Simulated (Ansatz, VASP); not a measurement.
## One calculation of BaZrO3, two programs

```
CELL_PARAMETERS angstrom
4.23276 0.00000 0.00000
0.00000 4.23276 0.00000
0.00000 0.00000 4.23276
ATOMIC_POSITIONS crystal
Ba 0.00000 0.00000 0.00000
Zr 0.50000 0.50000 0.50000
O 0.00000 0.50000 0.50000
O 0.50000 0.00000 0.50000
O 0.50000 0.50000 0.00000
```

Alike in both runs: task relaxation of the atoms; functional r2SCAN; k mesh 8 × 8 × 8; occupations fermi-dirac, width 0.02 eV; no spin polarisation.

```csv
,VASP,Ansatz
version,VASP 6.6.1,Ansatz 0.2.0
potentials or method,"VASP PAW PBE potentials, release 64 (Ba_sv, Zr_sv, O), cutoff 520 eV",PAW plane waves
valence electrons in the cell,40,40
```

```tsv
	VASP	Ansatz	Ansatz less VASP
gap on the k mesh at the Fermi level, each at its own relaxed structure (eV)	3.63	3.68	+0.054
```

VASP's potentials were made for PBE, not for r2SCAN. Ansatz's warnings: stress scf threshold loose.

Spin-orbit coupling is off throughout. Noted on VASP's run: the relaxation stopped at its first step, so nothing moved.
